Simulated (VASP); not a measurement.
# Mg3CdTe4 (P-3m1) in VASP: single point with PBE

Aim: the single point of Mg3CdTe4 with PBE.

All numbers are computed with VASP 6.6.1; they aren't measurements. Logs are shortened: lines on timing, memory, paths and dates and some standing lists are left out, and cuts for length are marked.

**1. The cell of the first run**

Symmetry: P-3m1, No. 164, trigonal system. The conventional cell has a = 4.268 Å, b = 4.268 Å, c = 13.854 Å, α = 90.00°, β = 90.00°, γ = 120.00°. Within 4.0 Å of Mg (site symmetry -3m) lie 6 Te at 3.00 Å and 2 Mg at 3.43 Å. Within 3.9 Å of Mg (site symmetry 3m) lie 6 Te at 2.99 to 3.01 Å and 1 Mg at 3.43 Å and 1 Cd at 3.49 Å. Cd (site symmetry -3m) has 6 Te at 3.05 Å and 2 Mg at 3.49 Å within 4.0 Å. Te (site symmetry 3m) has 6 Mg at 3.00 to 3.01 Å within 4.0 Å. Te (site symmetry 3m) has 3 Mg at 2.99 Å and 3 Cd at 3.05 Å within 3.9 Å.

**2. Single point, PBE**

Contents of INCAR:

```
PREC = Accurate
ENCUT = 520
EDIFF = 1E-6
ISMEAR = 0
SIGMA = 0.02
LREAL = F
LASPH = T
NELM = 100
ALGO = Normal
ISIF = 2
LWAVE = F
LCHARG = F
GGA = PE
NBANDS = 31
```

Contents of KPOINTS:

```
regular mesh
0
Gamma
  12 12 4
```

Contents of POSCAR:

```
Mg3CdTe4
1.0
    4.2680687798      0.0000000029      0.0000000000
   -2.1340343924      3.6962559869      0.0000000000
    0.0000000000      0.0000000000     13.8542926417
Mg Cd Te
3 1 4
Direct
    0.0000000000      0.0000000000      0.0000000000
    0.0000000000      0.0000000000      0.7522138984
    0.0000000000      0.0000000000      0.2477861016
    0.0000000000      0.0000000000      0.5000000000
    0.3333333333      0.6666666667      0.8764126571
    0.3333333333      0.6666666667      0.3697911001
    0.6666666667      0.3333333333      0.1235873429
    0.6666666667      0.3333333333      0.6302088999
```

Potentials or basis: VASP PAW PBE potentials, release 64 (Mg, Cd, Te).

Launch:

```
$ cat potpaw_PBE.64/Mg/POTCAR potpaw_PBE.64/Cd/POTCAR potpaw_PBE.64/Te/POTCAR > POTCAR
$ mpirun -np 1 vasp_std > vasp.out
```

OUTCAR:

```text
PREC = Accurate
   ENCUT = 520
   EDIFF = 1E-6
   ISMEAR = 0
   LREAL = F
   LASPH = T
   NELM = 100
   ISIF = 2
   GGA = PE

 ion  position               nearest neighbor table
   1  0.000  0.000  0.000-   5 3.00   7 3.00   5 3.00   7 3.00   7 3.00   5 3.00   2 3.43   3 3.43

   2  0.000  0.000  0.752-   8 2.99   8 2.99   8 2.99   5 3.01   5 3.01   5 3.01   1 3.43   4 3.49

   3  0.000  0.000  0.248-   6 2.99   6 2.99   6 2.99   7 3.01   7 3.01   7 3.01   1 3.43   4 3.49

   4  0.000  0.000  0.500-   6 3.05   8 3.05   6 3.05   8 3.05   8 3.05   6 3.05   2 3.49   3 3.49

   5  0.333  0.667  0.876-   1 3.00   1 3.00   1 3.00   2 3.01   2 3.01   2 3.01
   6  0.333  0.667  0.370-   3 2.99   3 2.99   3 2.99   4 3.05   4 3.05   4 3.05
   7  0.667  0.333  0.124-   1 3.00   1 3.00   1 3.00   3 3.01   3 3.01   3 3.01
   8  0.667  0.333  0.630-   2 2.99   2 2.99   2 2.99   4 3.05   4 3.05   4 3.05

  LATTYP: Found a hexagonal cell.
 ALAT       =     4.2680687798
 C/A-ratio  =     3.2460331256

  Lattice vectors:

 A1 = (   4.2680687798,   0.0000000029,   0.0000000000)
 A2 = (  -2.1340343924,   3.6962559869,   0.0000000000)
 A3 = (   0.0000000000,   0.0000000000,  13.8542926417)

Analysis of symmetry for initial positions (statically):
=====================================================================
 Subroutine PRICEL returns:
 Original cell was already a primitive cell.

 Routine SETGRP: Setting up the symmetry group for a
 hexagonal supercell.

 Subroutine GETGRP returns: Found 12 space group operations
 (whereof 12 operations were pure point group operations)
 out of a pool of 24 trial point group operations.

The static configuration has the point symmetry D_3d.

Analysis of symmetry for dynamics (positions and initial velocities):
=====================================================================
 Subroutine PRICEL returns:
 Original cell was already a primitive cell.

 Routine SETGRP: Setting up the symmetry group for a
 hexagonal supercell.

 Subroutine GETGRP returns: Found 12 space group operations
 (whereof 12 operations were pure point group operations)
 out of a pool of 24 trial point group operations.

The dynamic configuration has the point symmetry D_3d.

 Subroutine INISYM returns: Found 12 space group operations
 (whereof 12 operations are pure point group operations),
 and found     1 'primitive' translations

----------------------------------------------------------------------------------------

                                     Primitive cell

  volume of cell :     218.5636

  direct lattice vectors                    reciprocal lattice vectors
     4.268068780  0.000000003  0.000000000     0.234298005  0.135272016  0.000000000
    -2.134034392  3.696255987  0.000000000    -0.000000000  0.270544032  0.000000000
     0.000000000  0.000000000 13.854292642     0.000000000  0.000000000  0.072179795

  length of vectors
     4.268068780  4.268068780 13.854292642     0.270544032  0.270544032  0.072179795

  position of ions in fractional coordinates (direct lattice)
     0.000000000  0.000000000  0.000000000
     0.000000000  0.000000000  0.752213898
     0.000000000  0.000000000  0.247786102
     0.000000000  0.000000000  0.500000000
     0.333333333  0.666666667  0.876412657
     0.333333333  0.666666667  0.369791100
     0.666666667  0.333333333  0.123587343
     0.666666667  0.333333333  0.630208900

  ion indices of the primitive-cell ions
   primitive index   ion index
                 1           1
                 2           2
                 3           3
                 4           4
                 5           5
                 6           6
                 7           7
                 8           8

----------------------------------------------------------------------------------------

 KPOINTS: regular mesh

Automatic generation of k-mesh.
 Grid dimensions read from file:
 generate k-points for:   12   12    4

 Generating k-lattice:

  Cartesian coordinates                     Fractional coordinates (reciprocal lattice)
     0.019524834  0.011272668  0.000000000     0.083333333 -0.000000000  0.000000000
    -0.000000000  0.022545336  0.000000000     0.000000000  0.083333333  0.000000000
     0.000000000  0.000000000  0.018044949     0.000000000  0.000000000  0.250000000

  Length of vectors
     0.022545336  0.022545336  0.018044949

  Shift w.r.t. Gamma in fractional coordinates (k-lattice)
     0.000000000  0.000000000  0.000000000

 Subroutine IBZKPT returns following result:
 ===========================================

 Found     69 irreducible k-points:

 Following reciprocal coordinates:
            Coordinates               Weight
  0.000000  0.000000  0.000000      1.000000
  0.083333 -0.000000  0.000000      6.000000
  0.166667 -0.000000  0.000000      6.000000
  0.250000  0.000000  0.000000      6.000000
  0.333333  0.000000  0.000000      6.000000
  0.416667 -0.000000  0.000000      6.000000
[... 16 lines left out ...]
  0.166667 -0.000000  0.250000      6.000000
  0.000000  0.166667  0.250000      6.000000
 [... further k-points ...]
   k-points           NKPTS =     69   k-points in BZ     NKDIM =     69   number of bands    NBANDS=     31
   number of dos      NEDOS =    301   number of ions     NIONS =      8
   total plane-waves  NPLWV = 110592
   dimension x,y,z NGX =    32 NGY =   32 NGZ =  108
   dimension x,y,z NGXF=    64 NGYF=   64 NGZF=  216
   ions per type =               3   1   4
   NGX,Y,Z   is equivalent  to a cutoff of  12.46, 12.46, 12.96 a.u.
   NGXF,Y,Z  is equivalent  to a cutoff of  24.93, 24.93, 25.92 a.u.
 SYSTEM =  unknown system
   PREC   = accura    normal or accurate (medium, high low for compatibility)
   ISTART =      0    job   : 0-new  1-cont  2-samecut
   ICHARG =      2    charge: 1-file 2-atom 10-const
   ISPIN  =      1    spin polarized calculation?
   LNONCOLLINEAR =      F non collinear calculations
   LSORBIT =      F    spin-orbit coupling
   LASPH  =      T    aspherical Exc in radial PAW
   ENCUT  =  520.0 eV  38.22 Ry    6.18 a.u.   7.94  7.94 25.76*2*pi/ulx,y,z
   NELM   =    100;   NELMIN=  2; NELMDL= -5     # of ELM steps
   EDIFF  = 0.1E-05   stopping-criterion for ELM
   LREAL  =      F    real-space projection
   EDIFFG = 0.1E-04   stopping-criterion for IOM
   NSW    =      0    number of steps for IOM
   IBRION =     -1    ionic relax: 0-MD 1-quasi-New 2-CG
   NFREE  =      0    steps in history (QN), initial steepest desc. (CG)
   ISIF   =      2    stress and relaxation
   ISYM   =      2    0-nonsym 1-usesym 2-fastsym
   POTIM  = 0.5000    time-step for ionic-motion
   TEBEG  =    0.0;   TEEND  =   0.0 temperature during run
   PSTRESS=    0.0 pullay stress
   NELECT =      42.0000    total number of electrons
   NUPDOWN=      -1.0000    fix difference up-down
   EMIN   =  10.00;   EMAX   =-10.00  energy-range for DOS
   EFERMI =   0.00;   METHOD = LEGACY
   ISMEAR =     0;   SIGMA  =   0.02  broadening in eV -4-tet -1-fermi 0-gaus
   EFERMI_NEDOS =   21; number of points for ismear=-14 and -15
   IALGO  =     38    algorithm
   IMIX   =      4    mixing-type and parameters
     AMIX     =   0.40;   BMIX     =  1.00
     AMIX_MAG =   1.60;   BMIX_MAG =  1.00
  volume/ion in A,a.u.               =      27.32       184.37
  Fermi-wavevector in a.u.,A,eV,Ry     =   0.944710  1.785244 12.142895  0.892478
  Thomas-Fermi vector in A             =   2.072541
   LORBIT       =      0    0 simple, 1 ext, 2 COOP (PROOUT), +10 PAW based schemes
   GGA     = PE    functional components
   LHFCALC =     F    Hartree Fock is set to
   AEXX    =    0.0000 exact exchange contribution
   IVDW    =     0    specifies the selected vdW correction
   LEPSILON=     F    determine dielectric tensor
   LRPA    =     F    only Hartree local field effects (RPA)
 non-spin polarized calculation
 Gauss-broadening in eV      SIGMA  =   0.02
  energy-cutoff  :      520.00
  volume of cell :      218.56
 maximum number of plane-waves:      5928
   NGX = 15   NGY = 15   NGZ = 51

 number of electron      41.9999995 magnetization

 Free energy of the ion-electron system (eV)
  ---------------------------------------------------
  ext. energy  EPLUGINS =         0.00000000
  ---------------------------------------------------
  free energy    TOTEN  =       -23.27400712 eV

  energy without entropy =      -23.27400712  energy(sigma->0) =      -23.27400712

 E-fermi :   4.3112     XC(G=0):  -9.1585

 val. band max:        4.1931070229   @ k =   0.0000   0.0833   0.2500
 cond. band min:       4.5549565279   @ k =   0.3333   0.3333   0.0000
 fundamental gap:      0.3618495050
 Fermi energy:         4.3111618176

 k-point     1 :       0.0000    0.0000    0.0000
  band No.  band energies     occupation
      1      -7.1593      2.00000
      2      -6.7021      2.00000
      3      -6.6838      2.00000
      4      -6.0622      2.00000
      5      -4.1207      2.00000
      6      -4.1207      2.00000
[... 23 lines left out ...]
     30       9.4330      0.00000
     31       9.4330      0.00000

 k-point     2 :       0.0833   -0.0000    0.0000
  band No.  band energies     occupation
      1      -7.1099      2.00000
      2      -6.6672      2.00000
      3      -6.6418      2.00000
      4      -6.0443      2.00000
      5      -4.1166      2.00000
      6      -4.1061      2.00000
[... 23 lines left out ...]
     30       9.4380      0.00000
     31       9.6189      0.00000

 k-point     3 :       0.1667   -0.0000    0.0000
  band No.  band energies     occupation
      1      -6.9669      2.00000
      2      -6.5698      2.00000
      3      -6.5219      2.00000
      4      -5.9948      2.00000
      5      -4.1073      2.00000
      6      -4.0755      2.00000
[... 703 lines left out ...]
     30       9.5268      0.00000
     31       9.6737      0.00000

 k-point    24 :       0.0000    0.1667    0.2500
  band No.  band energies     occupation
      1      -6.9367      2.00000
      2      -6.7216      2.00000
      3      -6.3548      2.00000
      4      -6.0419      2.00000
      5      -4.1073      2.00000
      6      -4.0754      2.00000
[... 23 lines left out ...]
     30       9.5016      0.00000
     31       9.7224      0.00000

 [... further k-points ...]

------------------------ aborting loop because EDIFF is reached ----------------------------------------

  FORCE on cell =-STRESS in cart. coord.  units (eV):
  Direction    XX          YY          ZZ          XY          YZ          ZX
  --------------------------------------------------------------------------------------
  -------------------------------------------------------------------------------------
  Total        0.0082675      0.0082675     -0.0292529      0.0000000      0.0000000      0.0000000
  in kB        0.0606045      0.0606045     -0.2144379      0.0000000      0.0000000      0.0000000
  external PRESSURE =      -0.0310763 kB  Pullay stress =       0.0000000 kB

 VOLUME and BASIS-vectors are now :
 -----------------------------------------------------------------------------
  energy-cutoff  :      520.00
  volume of cell :      218.56
      direct lattice vectors                 reciprocal lattice vectors
     4.268068780  0.000000003  0.000000000     0.234298005  0.135272016  0.000000000
    -2.134034392  3.696255987  0.000000000    -0.000000000  0.270544032  0.000000000
     0.000000000  0.000000000 13.854292642     0.000000000  0.000000000  0.072179795

 POSITION                                       TOTAL-FORCE (eV/Angst)
 -----------------------------------------------------------------------------------
      0.00000      0.00000      0.00000        -0.000000      0.000000     -0.000000
      0.00000      0.00000     10.42139        -0.000000      0.000000      0.001453
      0.00000      0.00000      3.43290        -0.000000     -0.000000     -0.001453
      0.00000      0.00000      6.92715        -0.000000      0.000000     -0.000000
     -0.00000      2.46417     12.14208        -0.000000      0.000000      0.000594
     -0.00000      2.46417      5.12319        -0.000000     -0.000000     -0.022491
      2.13403      1.23209      1.71222         0.000000     -0.000000     -0.000594
      2.13403      1.23209      8.73110         0.000000      0.000000      0.022491
 -----------------------------------------------------------------------------------
    total drift:                               -0.000000     -0.000000      0.000000

  FREE ENERGIE OF THE ION-ELECTRON SYSTEM (eV)
  ---------------------------------------------------
  free  energy   TOTEN  =       -23.2740071178 eV

  energy  without entropy=      -23.2740071178  energy(sigma->0) =      -23.27400712
```

It took 4.6 min on 1 thread of Intel Xeon Platinum 8375C at 2.90GHz (Ice Lake), shared host; peak memory 0.62 GiB.

What came out:

```
Free energy            : -23.2740 eV
Pressure               : 0.0 GPa
Largest force          : 0.022 eV/Å
Band gap on the k mesh : 0.36 eV, indirect (least direct gap 0.85 eV)
```

Forces on the atoms (eV/Å):
```
Mg   0.000  0.000  0.000
Mg   0.000  0.000  0.001
Mg   0.000  0.000 -0.001
Cd   0.000  0.000  0.000
Te   0.000  0.000  0.001
Te   0.000  0.000 -0.022
Te   0.000  0.000 -0.001
Te   0.000  0.000  0.022
```

Levels at points of the mesh, in eV from the valence-band top:
| k point | band 19 | band 20 | band 21 | band 22 | band 23 | band 24 |
| --- | --- | --- | --- | --- | --- | --- |
| (0.00, 0.00, 0.00) | -0.04 | -0.04 | -0.02 | 1.30 | 2.78 | 2.80 |
| (0.50, 0.00, 0.00) | -1.22 | -1.20 | -0.34 | 1.34 | 2.07 | 2.36 |
| (0.00, 0.00, 0.50) | -0.27 | -0.02 | -0.02 | 2.05 | 2.32 | 2.87 |
| (0.50, 0.00, 0.50) | -1.13 | -0.80 | -0.54 | 1.03 | 1.62 | 2.50 |

Caveat: spin-orbit coupling is left out, which moves the levels of the heavy elements.
